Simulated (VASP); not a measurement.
# Nb (Im-3m) in VASP: a series of runs

Runs on Nb. Level: PBE. Tasks: single point, relaxation of cell and atoms.

Program: VASP 6.6.1. These are calculated values, not measurements. Logs are shortened: lines on timing, memory, paths and dates and some standing lists are left out, and cuts for length are marked.

**1. The cell of the first run**

It takes space group Im-3m (No. 229, cubic). Conventional cell: a = 3.311 Å, b = 3.311 Å, c = 3.311 Å, α = 90.00°, β = 90.00°, γ = 90.00°. Within 3.8 Å of Nb (site symmetry m-3m) lie 14 Nb at 2.87 to 3.31 Å.

**2. Single point, PBE**

File INCAR:

```
SYSTEM = Nb
ALGO = Normal
EDIFF = 1E-7
ENCUT = 520
GGA = PE
ISIF = 2
ISMEAR = 0
LASPH = .True.
LCHARG = .False.
LREAL = .False.
LWAVE = .False.
NBANDS = 12
NELM = 60
PREC = Accurate
SIGMA = 0.1
```

File KPOINTS:

```
k-points
0
Gamma
  18 18 18
  0 0 0
```

File POSCAR:

```
Nb
1.0
   -1.6555580004      1.6555580004      1.6555580004
    1.6555580004     -1.6555580004      1.6555580004
    1.6555580004      1.6555580004     -1.6555580004
Nb
1
Direct
    0.0000000000      0.0000000000      0.0000000000
```

Potentials or basis: VASP PAW PBE potentials, release 64 (Nb_sv).

Command:

```sh
$ cat potpaw_PBE.64/Nb_sv/POTCAR > POTCAR
$ mpirun -np 1 vasp_std > vasp.out
```

OUTCAR:

```text
SYSTEM = Nb
   EDIFF = 1E-7
   ENCUT = 520
   GGA = PE
   ISIF = 2
   ISMEAR = 0
   LASPH = .True.
   LREAL = .False.
   NELM = 60
   PREC = Accurate

 ion  position               nearest neighbor table
   1  0.000  0.000  0.000-

  LATTYP: Found a body centered cubic cell.
 ALAT       =     3.3111160008

  Lattice vectors:

 A1 = (  -1.6555580004,   1.6555580004,   1.6555580004)
 A2 = (   1.6555580004,  -1.6555580004,   1.6555580004)
 A3 = (   1.6555580004,   1.6555580004,  -1.6555580004)

Analysis of symmetry for initial positions (statically):
=====================================================================
 Subroutine PRICEL returns:
 Original cell was already a primitive cell.

 Routine SETGRP: Setting up the symmetry group for a
 body centered cubic supercell.

 Subroutine GETGRP returns: Found 48 space group operations
 (whereof 48 operations were pure point group operations)
 out of a pool of 48 trial point group operations.

The static configuration has the point symmetry O_h .

Analysis of symmetry for dynamics (positions and initial velocities):
=====================================================================
 Subroutine PRICEL returns:
 Original cell was already a primitive cell.

 Routine SETGRP: Setting up the symmetry group for a
 body centered cubic supercell.

 Subroutine GETGRP returns: Found 48 space group operations
 (whereof 48 operations were pure point group operations)
 out of a pool of 48 trial point group operations.

The dynamic configuration has the point symmetry O_h .

 Subroutine INISYM returns: Found 48 space group operations
 (whereof 48 operations are pure point group operations),
 and found     1 'primitive' translations

----------------------------------------------------------------------------------------

                                     Primitive cell

  volume of cell :      18.1507

  direct lattice vectors                    reciprocal lattice vectors
    -1.655558000  1.655558000  1.655558000     0.000000000  0.302012977  0.302012977
     1.655558000 -1.655558000  1.655558000     0.302012977  0.000000000  0.302012977
     1.655558000  1.655558000 -1.655558000     0.302012977  0.302012977  0.000000000

  length of vectors
     2.867510572  2.867510572  2.867510572     0.427110848  0.427110848  0.427110848

[... 84 lines left out ...]
   ISIF   =      2    stress and relaxation
   ISYM   =      2    0-nonsym 1-usesym 2-fastsym
   POTIM  = 0.5000    time-step for ionic-motion
   TEBEG  =    0.0;   TEEND  =   0.0 temperature during run
   PSTRESS=    0.0 pullay stress
   NELECT =      13.0000    total number of electrons
   NUPDOWN=      -1.0000    fix difference up-down
   EMIN   =  10.00;   EMAX   =-10.00  energy-range for DOS
   EFERMI =   0.00;   METHOD = LEGACY
   ISMEAR =     0;   SIGMA  =   0.10  broadening in eV -4-tet -1-fermi 0-gaus
   EFERMI_NEDOS =   21; number of points for ismear=-14 and -15
   IALGO  =     38    algorithm
   IMIX   =      4    mixing-type and parameters
     AMIX     =   0.40;   BMIX     =  1.00
     AMIX_MAG =   1.60;   BMIX_MAG =  1.00
  volume/ion in A,a.u.               =      18.15       122.49
  Fermi-wavevector in a.u.,A,eV,Ry     =   1.464732  2.767942 29.190487  2.145440
  Thomas-Fermi vector in A             =   2.580673
   LORBIT       =      0    0 simple, 1 ext, 2 COOP (PROOUT), +10 PAW based schemes
   GGA     = PE    functional components
   LHFCALC =     F    Hartree Fock is set to
   AEXX    =    0.0000 exact exchange contribution
   IVDW    =     0    specifies the selected vdW correction
   LEPSILON=     F    determine dielectric tensor
   LRPA    =     F    only Hartree local field effects (RPA)
 non-spin polarized calculation
 Gauss-broadening in eV      SIGMA  =   0.10
  energy-cutoff  :      520.00
  volume of cell :       18.15
 maximum number of plane-waves:       500
 NGX is ok and might be reduce to    24

 number of electron      13.0000000 magnetization

 Free energy of the ion-electron system (eV)
  ---------------------------------------------------
  ext. energy  EPLUGINS =         0.00000000
  ---------------------------------------------------
  free energy    TOTEN  =       -10.21982585 eV

  energy without entropy =      -10.21143508  energy(sigma->0) =      -10.21563046

 E-fermi :  11.0522     XC(G=0): -12.4611

 val. band max:       11.0459811375   @ k =   0.3333   0.2222   0.0000
 cond. band min:      11.0582233226   @ k =   0.2778   0.0556  -0.0000
 fundamental gap:      0.0122421851
 Fermi energy:        11.0521501417

 k-point     1 :       0.0000    0.0000    0.0000
  band No.  band energies     occupation
      1     -43.3100      2.00000
      2     -18.6230      2.00000
      3     -18.6230      2.00000
      4     -18.6230      2.00000
      5       5.1400      2.00000
      6      11.4388      0.00000
      7      11.4388      0.00000
      8      11.4388      0.00000
      9      14.3229      0.00000
     10      14.3229      0.00000
     11      25.2705      0.00000
     12      25.2705      0.00000
[... 331 lines left out ...]
 k-point    24 :       0.3889    0.1111   -0.0000
  band No.  band energies     occupation
      1     -43.0721      2.00000
      2     -19.8646      2.00000
      3     -19.0789      2.00000
      4     -18.6923      2.00000
      5       7.7625      2.00000
      6       9.5667      2.00000
      7      12.1596      0.00000
      8      14.2069      0.00000
      9      15.2747      0.00000
     10      17.7363      0.00000
     11      22.8834      0.00000
     12      23.5902      0.00000

 [... further k-points ...]

------------------------ aborting loop because EDIFF is reached ----------------------------------------

  FORCE on cell =-STRESS in cart. coord.  units (eV):
  Direction    XX          YY          ZZ          XY          YZ          ZX
  --------------------------------------------------------------------------------------
  -------------------------------------------------------------------------------------
  Total       -0.0352714     -0.0352714     -0.0352714      0.0000000      0.0000000     -0.0000000
  in kB       -3.1134388     -3.1134388     -3.1134388      0.0000000      0.0000000     -0.0000000
  external PRESSURE =      -3.1134388 kB  Pullay stress =       0.0000000 kB

 VOLUME and BASIS-vectors are now :
 -----------------------------------------------------------------------------
  energy-cutoff  :      520.00
  volume of cell :       18.15
      direct lattice vectors                 reciprocal lattice vectors
    -1.655558000  1.655558000  1.655558000     0.000000000  0.302012977  0.302012977
     1.655558000 -1.655558000  1.655558000     0.302012977  0.000000000  0.302012977
     1.655558000  1.655558000 -1.655558000     0.302012977  0.302012977  0.000000000

 POSITION                                       TOTAL-FORCE (eV/Angst)
 -----------------------------------------------------------------------------------
      0.00000      0.00000      0.00000         0.000000     -0.000000      0.000000
 -----------------------------------------------------------------------------------
    total drift:                                0.000000      0.000000     -0.000000

  FREE ENERGIE OF THE ION-ELECTRON SYSTEM (eV)
  ---------------------------------------------------
  free  energy   TOTEN  =       -10.2198258478 eV

  energy  without entropy=      -10.2114350801  energy(sigma->0) =      -10.21563046
```

Run time: 21 s. Hardware: 1 thread of Intel Xeon Platinum 8375C at 2.90GHz (Ice Lake), shared host; peak memory 0.17 GiB.

What came out:

* Free energy: -10.2198 eV
* Pressure: -0.3 GPa

Levels at points of the mesh, in eV from the Fermi level:
```tsv
k point	band 3	band 4	band 5	band 6	band 7	band 8	band 9	band 10
(0.00, 0.00, 0.00)	-29.68	-29.68	-5.91	0.39	0.39	0.39	3.27	3.27
(0.50, 0.00, 0.00)	-30.09	-29.69	-3.67	-1.62	2.26	3.30	3.97	6.33
(0.50, 0.50, 0.50)	-30.58	-30.58	-3.66	-3.66	5.57	5.57	5.57	9.03
```

**3. Relaxation of cell and atoms, PBE**

This run uses another cell than the first one, of 18.43 Å³/atom, 1.015 times its volume.

File INCAR:

```
SYSTEM = Nb
PREC = Accurate
ENCUT = 600
EDIFF = 1E-6
ISMEAR = 0
SIGMA = 0.1
LREAL = .False.
LASPH = .True.
NELM = 100
ALGO = Fast
ISIF = 3
LWAVE = .False.
LCHARG = .False.
GGA = PE
IBRION = 2
NSW = 100
EDIFFG = -0.005
```

File KPOINTS:

```
regular mesh
0
Gamma
  18 18 18
  0 0 0
```

File POSCAR:

```
Nb
1.0
   -1.6639500000      1.6639500000      1.6639500000
    1.6639500000     -1.6639500000      1.6639500000
    1.6639500000      1.6639500000     -1.6639500000
Nb
1
Direct
    0.0000000000      0.0000000000      0.0000000000
```

Potentials or basis: VASP PAW PBE potentials, release 64 (Nb_sv).

Command:

```sh
$ cat potpaw_PBE.64/Nb_sv/POTCAR > POTCAR
$ mpirun -np 1 vasp_std > vasp.out
```

OUTCAR:

```text
SYSTEM = Nb
   PREC = Accurate
   ENCUT = 600
   EDIFF = 1E-6
   ISMEAR = 0
   LREAL = .False.
   LASPH = .True.
   NELM = 100
   ISIF = 3
   GGA = PE
   IBRION = 2
   NSW = 100
   EDIFFG = -0.005

 ion  position               nearest neighbor table
   1  0.000  0.000  0.000-

  LATTYP: Found a body centered cubic cell.
 ALAT       =     3.3279000000

  Lattice vectors:

 A1 = (  -1.6639500000,   1.6639500000,   1.6639500000)
 A2 = (   1.6639500000,  -1.6639500000,   1.6639500000)
 A3 = (   1.6639500000,   1.6639500000,  -1.6639500000)

Analysis of symmetry for initial positions (statically):
=====================================================================
 Subroutine PRICEL returns:
 Original cell was already a primitive cell.

 Routine SETGRP: Setting up the symmetry group for a
 body centered cubic supercell.

 Subroutine GETGRP returns: Found 48 space group operations
 (whereof 48 operations were pure point group operations)
 out of a pool of 48 trial point group operations.

The static configuration has the point symmetry O_h .

Analysis of symmetry for dynamics (positions and initial velocities):
=====================================================================
[... 168 lines left out ...]
  external PRESSURE =     -26.9827134 kB  Pullay stress =       0.0000000 kB
[... 57 lines left out ...]
--------------------------------------- Ionic step        3  -------------------------------------------

 number of electron      13.0000000 magnetization

 Free energy of the ion-electron system (eV)
  ---------------------------------------------------
  ext. energy  EPLUGINS =         0.00000000
  ---------------------------------------------------
  free energy    TOTEN  =       -10.21992025 eV

  energy without entropy =      -10.21154735  energy(sigma->0) =      -10.21573380

 E-fermi :  11.0741     XC(G=0): -12.4694

 val. band max:       11.0694725056   @ k =   0.3333   0.2222   0.0000
 cond. band min:      11.0812369574   @ k =   0.2778   0.0556  -0.0000
 fundamental gap:      0.0117644518
 Fermi energy:        11.0740936151

 k-point     1 :       0.0000    0.0000    0.0000
  band No.  band energies     occupation
      1     -43.2864      2.00000
      2     -18.5963      2.00000
      3     -18.5963      2.00000
      4     -18.5963      2.00000
      5       5.1578      2.00000
      6      11.4600      0.00000
      7      11.4600      0.00000
      8      11.4600      0.00000
      9      14.3493      0.00000
     10      14.3493      0.00000
[... 287 lines left out ...]
 k-point    24 :       0.3889    0.1111    0.0000
  band No.  band energies     occupation
      1     -43.0470      2.00000
      2     -19.8440      2.00000
      3     -19.0543      2.00000
      4     -18.6658      2.00000
      5       7.7785      2.00000
      6       9.5843      2.00000
      7      12.1873      0.00000
      8      14.2341      0.00000
      9      15.3047      0.00000
     10      17.7716      0.00000

 [... further k-points ...]

------------------------ aborting loop because EDIFF is reached ----------------------------------------

  FORCE on cell =-STRESS in cart. coord.  units (eV):
  Direction    XX          YY          ZZ          XY          YZ          ZX
  --------------------------------------------------------------------------------------
  -------------------------------------------------------------------------------------
  Total        0.0018117      0.0018117      0.0018117      0.0000000      0.0000000     -0.0000000
  in kB        0.1601762      0.1601762      0.1601762      0.0000000      0.0000000     -0.0000000
  external PRESSURE =       0.1601762 kB  Pullay stress =       0.0000000 kB
[... 16 lines left out ...]
  FREE ENERGIE OF THE ION-ELECTRON SYSTEM (eV)
  ---------------------------------------------------
  free  energy   TOTEN  =       -10.2199202459 eV

  energy  without entropy=      -10.2115473524  energy(sigma->0) =      -10.21573380

 reached required accuracy - stopping structural energy minimisation
```

CONTCAR:

```text
Nb
   1.00000000000000
    -1.6546740822741424    1.6546740822741424    1.6546740822741424
     1.6546740822741424   -1.6546740822741424    1.6546740822741424
     1.6546740822741424    1.6546740822741424   -1.6546740822741424
  Nb
     1
Direct
     0.0000000000000000    0.0000000000000000    0.0000000000000000

  0.00000000E+00  0.00000000E+00  0.00000000E+00
```

Wall time 96 s (1 thread of Intel Xeon Platinum 8375C at 2.90GHz (Ice Lake), shared host); peak memory 0.18 GiB.

What came out:

```
Free energy                            : -10.2199 eV
Relaxed volume                         : 18.12 Å³/atom
Relaxed cell                           : a = 2.866 Å, b = 2.866 Å, c = 2.866 Å, α = 109.47°, β = 109.47°, γ = 109.47°
Space group after relaxing (to 0.05 Å) : Im-3m (No. 229)
Energy gained by relaxing              : 2.7 meV/atom
Ionic steps                            : 3
Pressure after relaxing                : 0.0 GPa
```

Step by step:
| step | energy change (eV) | largest force (eV/Å) | pressure (GPa) | volume (Å³) |
| --- | --- | --- | --- | --- |
| 1 | 0.0000 | 0.0000 | -2.70 | 18.43 |
| 2 | 0.0051 | 0.0000 | 5.03 | 17.61 |
| 3 | -0.0027 | 0.0000 | 0.02 | 18.12 |

Final structure:
```cif
data_structure
_symmetry_space_group_name_H-M 'P 1'
_symmetry_Int_Tables_number 1
_cell_length_a 2.8660
_cell_length_b 2.8660
_cell_length_c 2.8660
_cell_angle_alpha 109.471
_cell_angle_beta 109.471
_cell_angle_gamma 109.471
_cell_volume 18.12
loop_
_atom_site_label
_atom_site_type_symbol
_atom_site_fract_x
_atom_site_fract_y
_atom_site_fract_z
_atom_site_occupancy
Nb1 Nb 0.00000 0.00000 0.00000 1
```

**4. Single point, PBE**

This run uses another cell than the first one, of the same volume but with other edges.

File INCAR:

```
SYSTEM = Nb
PREC = Accurate ; ENCUT = 520
EDIFF = 1E-7 ; ISMEAR = 0
SIGMA = 0.1 ; LREAL = .False.
LASPH = .True. ; NELM = 100
ALGO = Normal ; ISIF = 2
LWAVE = .False. ; LCHARG = .False.
GGA = PE ; NBANDS = 12
```

File KPOINTS:

```
regular mesh
0
Gamma
  10 10 20
  0 0 0
```

File POSCAR:

```
Nb
1.0
    3.3111160012      0.0000000000      0.0000000000
    0.0000000000      3.3111160012      0.0000000000
    1.6555580006     -1.6555580006      1.6555580006
Nb
1
Direct
    0.0000000000      0.0000000000      0.0000000000
```

Potentials or basis: VASP PAW PBE potentials, release 64 (Nb_sv).

Command:

```sh
$ cat potpaw_PBE.64/Nb_sv/POTCAR > POTCAR
$ mpirun -np 1 vasp_std > vasp.out
```

OUTCAR:

```text
SYSTEM = Nb
   PREC = Accurate
   ENCUT = 520
   EDIFF = 1E-7
   ISMEAR = 0
   LREAL = .False.
   LASPH = .True.
   NELM = 100
   ISIF = 2
   GGA = PE

 ion  position               nearest neighbor table
   1  0.000  0.000  0.000-

  LATTYP: Found a body centered cubic cell.
 ALAT       =     3.3111160012

  Lattice vectors:

 A1 = (  -1.6555580006,   1.6555580006,  -1.6555580006)
 A2 = (  -1.6555580006,  -1.6555580006,   1.6555580006)
 A3 = (   1.6555580006,   1.6555580006,   1.6555580006)

[... 539 lines left out ...]

 [... further k-points ...]

------------------------ aborting loop because EDIFF is reached ----------------------------------------

  FORCE on cell =-STRESS in cart. coord.  units (eV):
  Direction    XX          YY          ZZ          XY          YZ          ZX
  --------------------------------------------------------------------------------------
  -------------------------------------------------------------------------------------
  Total       -0.0568446     -0.0568446     -0.0568446      0.0000000      0.0000000     -0.0000000
  in kB       -5.0177198     -5.0177198     -5.0177198      0.0000000      0.0000000     -0.0000000
  external PRESSURE =      -5.0177198 kB  Pullay stress =       0.0000000 kB

 VOLUME and BASIS-vectors are now :
 -----------------------------------------------------------------------------
  energy-cutoff  :      520.00
  volume of cell :       18.15
      direct lattice vectors                 reciprocal lattice vectors
     3.311116001  0.000000000  0.000000000     0.302012977  0.000000000 -0.302012977
     0.000000000  3.311116001  0.000000000     0.000000000  0.302012977  0.302012977
     1.655558001 -1.655558001  1.655558001     0.000000000  0.000000000  0.604025954

 POSITION                                       TOTAL-FORCE (eV/Angst)
 -----------------------------------------------------------------------------------
      0.00000      0.00000      0.00000         0.000000     -0.000000      0.000000
 -----------------------------------------------------------------------------------
    total drift:                               -0.000000     -0.000000      0.000000

  FREE ENERGIE OF THE ION-ELECTRON SYSTEM (eV)
  ---------------------------------------------------
  free  energy   TOTEN  =       -10.2186501047 eV

  energy  without entropy=      -10.2116889585  energy(sigma->0) =      -10.21516953
```

Run time: 13 s. Hardware: 1 thread of Intel Xeon 6975P-C (Granite Rapids), shared host; peak memory 0.16 GiB.

Results:

- Free energy: -10.2187 eV
- Pressure: -0.5 GPa

**5. Single point, PBE**

File INCAR:

```
SYSTEM = Nb
PREC = Accurate
ENCUT = 520
EDIFF = 1E-6
ISMEAR = -1
SIGMA = 0.15
LREAL = .FALSE.
LASPH = .TRUE.
NELM = 60
ALGO = Normal
ISIF = 2
LWAVE = .FALSE.
LCHARG = .FALSE.
GGA = PE
NBANDS = 12
```

File KPOINTS:

```
Automatic mesh
0
G
  20 20 20
  0 0 0
```

File POSCAR:

```
Nb
1.0
   -1.6566227221      1.6566227221      1.6566227221
    1.6566227221     -1.6566227221      1.6566227221
    1.6566227221      1.6566227221     -1.6566227221
Nb
1
Direct
    0.0000000000      0.0000000000      0.0000000000
```

Command:

```sh
$ cat potpaw_PBE.64/Nb_sv/POTCAR > POTCAR
$ mpirun -np 1 vasp_std > vasp.out
```

It used 28 s of CPU time on 1 thread of Intel Xeon 6975P-C (shared host).

Results (log left out):

```yaml
Free_energy: -10.2704 eV
Pressure: -0.3 GPa
```

Levels at points of the mesh, in eV from the Fermi level:
```tsv
k point	band 4	band 5	band 6	band 7	band 8	band 9	band 10	band 11
(0.00, 0.00, 0.00)	-29.73	-5.97	0.33	0.33	0.33	3.21	3.21	14.15
(0.50, 0.00, 0.00)	-29.75	-3.72	-1.67	2.19	3.23	3.91	6.26	11.55
(0.50, 0.50, 0.50)	-30.64	-3.70	-3.70	5.50	5.50	5.50	8.95	8.95
```

(Part 1 of 2 ends here.)
